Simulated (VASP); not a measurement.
# BeZn7O8 (Cm) in VASP: single point with PBEsol

Aim: the single point of BeZn7O8 with PBEsol.

Program: VASP 6.6.1. These are calculated values, not measurements. Logs are shortened: lines on timing, memory, paths and dates and some standing lists are left out, and cuts for length are marked.

### Step 1. The cell of the first run

Symmetry: Cm, No. 8, monoclinic system. Conventional cell: a = 10.240 Å, b = 6.308 Å, c = 7.473 Å, α = 90.00°, β = 132.88°, γ = 90.00°. Be (site symmetry m) has 4 O at 1.68 to 1.72 Å within 2.2 Å. Within 2.6 Å of Zn (site symmetry 1) lie 4 O at 1.95 to 2.01 Å. Zn (site symmetry m) has 4 O at 1.93 to 2.00 Å within 2.6 Å. Within 2.6 Å of Zn (site symmetry 1) lie 4 O at 1.94 to 1.99 Å. Zn (site symmetry m) has 4 O at 1.94 to 1.98 Å within 2.6 Å. Within 2.6 Å of Zn (site symmetry m) lie 4 O at 1.94 to 1.96 Å. O (site symmetry m) has 1 Be at 1.68 Å and 3 Zn at 1.96 to 1.98 Å within 2.2 Å. Within 2.6 Å of O (site symmetry m) lie 4 Zn at 1.93 to 1.94 Å.

### Step 2. Single point, PBEsol

File INCAR:

```
  PREC = Accurate
  ENCUT = 520
  EDIFF = 1E-7
  ISMEAR = 0
  SIGMA = 0.02
  LREAL = Auto
  LASPH = True
  NELM = 80
  ALGO = Normal
  ISIF = 2
  LWAVE = False
  LCHARG = False
  GGA = PS
  NBANDS = 81
```

File KPOINTS:

```
regular mesh
0
Gamma
  6 6 6
```

File POSCAR:

```
BeZn7O8
1.0
    3.1539932629     -0.0162647511      5.1201853916
    3.1539932629      0.0162647511     -5.1201853916
   -3.1539932629      5.4753572355     -0.0175626100
Be Zn O
1 7 8
Direct
    0.1682625191      0.1629751847      0.3312377038
    0.1646452855      0.1635715526      0.8359645947
    0.6653068273      0.6669904968      0.3322973241
    0.6723930421      0.6713193092      0.8359645947
    0.0921168066      0.5868087720      0.1740804523
    0.5872716803      0.0819636457      0.1740804523
    0.0925514945      0.5683799969      0.6609314914
    0.5696111516      0.0894608643      0.6590720159
    0.3300379838      0.9968404754      0.3268784592
    0.8551310522      0.4791841679      0.3343152201
    0.3547570316      0.9698264422      0.8357968592
    0.8659704170      0.4810398276      0.8357968592
    0.2617882470      0.3695416798      0.1849382718
    0.2695290827      0.3611134302      0.6306425128
    0.8153965920      0.9231500248      0.1849382718
    0.7632307867      0.8998341299      0.6630649166
```

Potentials or basis: VASP PAW PBE potentials, release 64 (Be, Zn, O).

On the command line:

```console
$ cat potpaw_PBE.64/Be/POTCAR potpaw_PBE.64/Zn/POTCAR potpaw_PBE.64/O/POTCAR > POTCAR
$ mpirun -np 1 vasp_std > vasp.out
```

OUTCAR:

```text
PREC = Accurate
   ENCUT = 520
   EDIFF = 1E-7
   ISMEAR = 0
   LREAL = Auto
   LASPH = True
   NELM = 80
   ISIF = 2
   GGA = PS

 ion  position               nearest neighbor table
   1  0.168  0.163  0.331-   9 1.68  14 1.72  13 1.72  15 1.72
   2  0.165  0.164  0.836-  16 1.95  11 1.97  13 2.00  14 2.01
   3  0.665  0.667  0.332-  10 1.93  16 1.94  15 2.00  13 2.00
   4  0.672  0.671  0.836-  16 1.95  12 1.97  15 2.00  14 2.01
   5  0.092  0.587  0.174-  10 1.94  12 1.95   9 1.98  13 1.99
   6  0.587  0.082  0.174-  10 1.94  11 1.95   9 1.98  15 1.99
[... 8 lines left out ...]
  15  0.815  0.923  0.185-   1 1.72   6 1.99   3 2.00   4 2.00
  16  0.763  0.900  0.663-   3 1.94   2 1.95   4 1.95   8 1.96

  LATTYP: Found a base centered monoclinic cell.
 ALAT       =    10.2404224496
 B/A-ratio  =     0.6159888966
 C/A-ratio  =     0.7297074902
 COS(beta)  =    -0.6805282008

  Lattice vectors:

 A1 = (   3.1539932629,   0.0162647511,  -5.1201853916)
 A2 = (  -3.1539932629,   0.0162647511,  -5.1201853916)
 A3 = (   0.0000000000,   5.4590924844,   5.1026227816)

Analysis of symmetry for initial positions (statically):
=====================================================================
 Subroutine PRICEL returns:
 Original cell was already a primitive cell.

 Routine SETGRP: Setting up the symmetry group for a
 base centered monoclinic supercell.

 Subroutine GETGRP returns: Found  2 space group operations
 (whereof  2 operations were pure point group operations)
 out of a pool of  4 trial point group operations.

The static configuration has the point symmetry C_1h.

Analysis of symmetry for dynamics (positions and initial velocities):
=====================================================================
 Subroutine PRICEL returns:
 Original cell was already a primitive cell.

 Routine SETGRP: Setting up the symmetry group for a
 base centered monoclinic supercell.

 Subroutine GETGRP returns: Found  2 space group operations
 (whereof  2 operations were pure point group operations)
 out of a pool of  4 trial point group operations.

The dynamic configuration has the point symmetry C_1h.

 Subroutine INISYM returns: Found  2 space group operations
 (whereof  2 operations are pure point group operations),
 and found     1 'primitive' translations

----------------------------------------------------------------------------------------

                                     Primitive cell

  volume of cell :     176.8416

  direct lattice vectors                    reciprocal lattice vectors
     3.153993263 -0.016264751  5.120185392     0.158529191  0.091632404  0.097943793
     3.153993263  0.016264751 -5.120185392     0.158529191  0.091005942 -0.097363625
    -3.153993263  5.475357235 -0.017562610     0.000000000  0.182638346  0.000580168

  length of vectors
     6.013670800  6.013670800  6.318822581     0.207655938  0.207106884  0.182639267

  position of ions in fractional coordinates (direct lattice)
     0.168262519  0.162975185  0.331237704
     0.164645286  0.163571553  0.835964595
     0.665306827  0.666990497  0.332297324
     0.672393042  0.671319309  0.835964595
     0.092116807  0.586808772  0.174080452
     0.587271680  0.081963646  0.174080452
[... 8 lines left out ...]
     0.815396592  0.923150025  0.184938272
     0.763230787  0.899834130  0.663064917

  ion indices of the primitive-cell ions
   primitive index   ion index
                 1           1
                 2           2
                 3           3
                 4           4
                 5           5
                 6           6
[... 8 lines left out ...]
                15          15
                16          16

----------------------------------------------------------------------------------------

 KPOINTS: regular mesh

Automatic generation of k-mesh.
 Grid dimensions read from file:
 generate k-points for:    6    6    6

 Generating k-lattice:

  Cartesian coordinates                     Fractional coordinates (reciprocal lattice)
     0.026421532  0.015272067  0.016323966     0.166666667  0.000000000 -0.000000000
     0.026421532  0.015167657 -0.016227271     0.000000000  0.166666667 -0.000000000
     0.000000000  0.030439724  0.000096695     0.000000000  0.000000000  0.166666667

  Length of vectors
     0.034609323  0.034517814  0.030439878

  Shift w.r.t. Gamma in fractional coordinates (k-lattice)
     0.000000000  0.000000000  0.000000000

 Subroutine IBZKPT returns following result:
 ===========================================

 Found     68 irreducible k-points:

 Following reciprocal coordinates:
            Coordinates               Weight
  0.000000  0.000000  0.000000      1.000000
  0.166667 -0.000000  0.000000      4.000000
  0.333333  0.000000  0.000000      4.000000
  0.500000  0.000000  0.000000      2.000000
 -0.000000  0.166667  0.000000      4.000000
  0.166667  0.166667  0.000000      4.000000
[... 16 lines left out ...]
  0.333333  0.000000  0.166667      4.000000
  0.500000  0.000000  0.166667      4.000000
 [... further k-points ...]
   k-points           NKPTS =     68   k-points in BZ     NKDIM =     68   number of bands    NBANDS=     81
   number of dos      NEDOS =    301   number of ions     NIONS =     16
   total plane-waves  NPLWV = 110592
   dimension x,y,z NGX =    48 NGY =   48 NGZ =   48
   dimension x,y,z NGXF=    96 NGYF=   96 NGZF=   96
   ions per type =               1   7   8
   NGX,Y,Z   is equivalent  to a cutoff of  13.27, 13.27, 12.63 a.u.
   NGXF,Y,Z  is equivalent  to a cutoff of  26.54, 26.54, 25.26 a.u.
 SYSTEM =  unknown system
   PREC   = accura    normal or accurate (medium, high low for compatibility)
   ISTART =      0    job   : 0-new  1-cont  2-samecut
   ICHARG =      2    charge: 1-file 2-atom 10-const
   ISPIN  =      1    spin polarized calculation?
   LNONCOLLINEAR =      F non collinear calculations
   LSORBIT =      F    spin-orbit coupling
   LASPH  =      T    aspherical Exc in radial PAW
   ENCUT  =  520.0 eV  38.22 Ry    6.18 a.u.  11.18 11.18 11.75*2*pi/ulx,y,z
   NELM   =     80;   NELMIN=  2; NELMDL= -5     # of ELM steps
   EDIFF  = 0.1E-06   stopping-criterion for ELM
   LREAL  =      T    real-space projection
   EDIFFG = 0.1E-05   stopping-criterion for IOM
   NSW    =      0    number of steps for IOM
   IBRION =     -1    ionic relax: 0-MD 1-quasi-New 2-CG
   NFREE  =      0    steps in history (QN), initial steepest desc. (CG)
   ISIF   =      2    stress and relaxation
   ISYM   =      2    0-nonsym 1-usesym 2-fastsym
   POTIM  = 0.5000    time-step for ionic-motion
   TEBEG  =    0.0;   TEEND  =   0.0 temperature during run
   PSTRESS=    0.0 pullay stress
   NELECT =     134.0000    total number of electrons
   NUPDOWN=      -1.0000    fix difference up-down
   EMIN   =  10.00;   EMAX   =-10.00  energy-range for DOS
   EFERMI =   0.00;   METHOD = LEGACY
   ISMEAR =     0;   SIGMA  =   0.02  broadening in eV -4-tet -1-fermi 0-gaus
   EFERMI_NEDOS =   21; number of points for ismear=-14 and -15
   IALGO  =     38    algorithm
   IMIX   =      4    mixing-type and parameters
     AMIX     =   0.40;   BMIX     =  1.00
     AMIX_MAG =   1.60;   BMIX_MAG =  1.00
  volume/ion in A,a.u.               =      11.05        74.59
  Fermi-wavevector in a.u.,A,eV,Ry     =   1.492502  2.820420 30.307826  2.227562
  Thomas-Fermi vector in A             =   2.605022
   LORBIT       =      0    0 simple, 1 ext, 2 COOP (PROOUT), +10 PAW based schemes
   GGA     = PS    functional components
   LHFCALC =     F    Hartree Fock is set to
   AEXX    =    0.0000 exact exchange contribution
   IVDW    =     0    specifies the selected vdW correction
   LEPSILON=     F    determine dielectric tensor
   LRPA    =     F    only Hartree local field effects (RPA)
 non-spin polarized calculation
 Gauss-broadening in eV      SIGMA  =   0.02
  energy-cutoff  :      520.00
  volume of cell :      176.84
 maximum number of plane-waves:      4789
 NGX is ok and might be reduce to    48
   NGX = 23   NGY = 23   NGZ = 23

 number of electron     134.0000016 magnetization

 Free energy of the ion-electron system (eV)
  ---------------------------------------------------
  ext. energy  EPLUGINS =         0.00000000
  ---------------------------------------------------
  free energy    TOTEN  =       -82.16048769 eV

  energy without entropy =      -82.16048769  energy(sigma->0) =      -82.16048769

 E-fermi :   1.5884     XC(G=0): -11.3425

 val. band max:        1.4321766935   @ k =   0.0000   0.0000   0.0000
 cond. band min:       2.5032545096   @ k =   0.0000   0.0000   0.0000
 fundamental gap:      1.0710778161
 Fermi energy:         1.5884031006

 k-point     1 :       0.0000    0.0000    0.0000
  band No.  band energies     occupation
      1     -16.7980      2.00000
      2     -15.9814      2.00000
      3     -15.9418      2.00000
      4     -15.8659      2.00000
      5     -15.8320      2.00000
      6     -15.7509      2.00000
[... 71 lines left out ...]
     78      10.0233      0.00000
     79      10.1806      0.00000

 k-point     2 :       0.1667   -0.0000    0.0000
  band No.  band energies     occupation
      1     -16.7403      2.00000
      2     -15.9926      2.00000
      3     -15.9462      2.00000
      4     -15.9019      2.00000
      5     -15.8504      2.00000
      6     -15.7579      2.00000
[... 71 lines left out ...]
     78      10.0665      0.00000
     79      10.2021      0.00000
[... 1720 lines left out ...]
     78      10.1838      0.00000
     79      10.3913      0.00000

 k-point    24 :       0.5000    0.0000    0.1667
  band No.  band energies     occupation
      1     -16.4277      2.00000
      2     -16.2274      2.00000
      3     -16.0644      2.00000
      4     -15.9174      2.00000
      5     -15.8416      2.00000
      6     -15.7600      2.00000
[... 71 lines left out ...]
     78      10.2791      0.00000
     79      10.5279      0.00000

 [... further k-points ...]

 [bands above 79 left out]

------------------------ aborting loop because EDIFF is reached ----------------------------------------

  FORCE on cell =-STRESS in cart. coord.  units (eV):
  Direction    XX          YY          ZZ          XY          YZ          ZX
  --------------------------------------------------------------------------------------
  -------------------------------------------------------------------------------------
  Total        0.9773822      1.0107924      1.0245120      0.0000000     -0.0057278      0.0000000
  in kB        8.8550404      9.1577352      9.2820344      0.0000000     -0.0518940      0.0000000
  external PRESSURE =       9.0982700 kB  Pullay stress =       0.0000000 kB

 VOLUME and BASIS-vectors are now :
 -----------------------------------------------------------------------------
  energy-cutoff  :      520.00
  volume of cell :      176.84
      direct lattice vectors                 reciprocal lattice vectors
     3.153993263 -0.016264751  5.120185392     0.158529191  0.091632404  0.097943793
     3.153993263  0.016264751 -5.120185392     0.158529191  0.091005942 -0.097363625
    -3.153993263  5.475357235 -0.017562610     0.000000000  0.182638346  0.000580168

 POSITION                                       TOTAL-FORCE (eV/Angst)
 -----------------------------------------------------------------------------------
      0.00000      1.81356      0.02125         0.000000     -0.001827     -0.004407
     -1.60143      4.57719     -0.00918         0.012044      0.007188     -0.005035
      3.15399      1.81947     -0.01446         0.000000     -0.015423     -0.010150
      1.60143      4.57719     -0.00918        -0.012044      0.007188     -0.005035
      1.59228      0.96120     -2.53597         0.011362      0.002261      0.015022
      1.56172      0.94493      2.58421        -0.011362      0.002261      0.015022
[... 8 lines left out ...]
      4.90007      1.01436     -0.55497         0.029597      0.016653      0.010519
      3.15399      3.63274     -0.71108        -0.000000      0.001702     -0.019821
 -----------------------------------------------------------------------------------
    total drift:                               -0.000020      0.001414     -0.004969

  FREE ENERGIE OF THE ION-ELECTRON SYSTEM (eV)
  ---------------------------------------------------
  free  energy   TOTEN  =       -82.1604876933 eV

  energy  without entropy=      -82.1604876933  energy(sigma->0) =      -82.16048769
```

Run time: 63 min. Hardware: 1 thread of Oxide Virtual Turin-like, shared host; peak memory 0.67 GiB.

What came out:

```
Free energy            : -82.1605 eV
Pressure               : 0.9 GPa
Largest force          : 0.036 eV/Å
Band gap on the k mesh : 1.07 eV
```

Forces on the atoms (eV/Å):
```
Be   0.000 -0.002 -0.004
Zn   0.012  0.007 -0.005
Zn   0.000 -0.015 -0.010
Zn  -0.012  0.007 -0.005
Zn   0.011  0.002  0.015
Zn  -0.011  0.002  0.015
Zn   0.000  0.006  0.009
Zn   0.000 -0.007  0.004
O    0.000 -0.007 -0.034
O    0.000 -0.001 -0.005
O   -0.005  0.000  0.000
O    0.005  0.000  0.000
O   -0.030  0.017  0.011
O    0.000 -0.028  0.020
O    0.030  0.017  0.011
O    0.000  0.002 -0.020
```

Levels at points of the mesh, in eV from the valence-band top:
| k point | band 63 | band 64 | band 65 | band 66 | band 67 | band 68 | band 69 | band 70 | band 71 | band 72 |
| --- | --- | --- | --- | --- | --- | --- | --- | --- | --- | --- |
| (0.00, 0.00, 0.00) | -0.81 | -0.69 | -0.14 | -0.01 | 0.00 | 1.07 | 4.97 | 5.61 | 5.75 | 5.83 |
| (0.50, 0.00, 0.00) | -1.01 | -0.83 | -0.60 | -0.56 | -0.35 | 3.49 | 3.95 | 5.61 | 5.95 | 6.57 |
| (0.00, 0.50, 0.00) | -0.91 | -0.73 | -0.59 | -0.47 | -0.41 | 3.60 | 4.00 | 5.64 | 6.05 | 6.36 |
| (0.50, 0.50, 0.00) | -0.82 | -0.52 | -0.47 | -0.26 | -0.21 | 3.40 | 3.82 | 5.50 | 5.77 | 5.83 |
| (0.00, 0.00, 0.50) | -1.04 | -0.56 | -0.50 | -0.49 | -0.25 | 3.23 | 3.56 | 6.17 | 6.24 | 6.39 |
| (0.50, 0.50, 0.50) | -1.18 | -1.15 | -0.77 | -0.74 | -0.64 | 4.11 | 4.81 | 4.96 | 5.52 | 6.02 |

Caveat: the PAW data sets were made with another functional, which shifts forces and pressure a little.
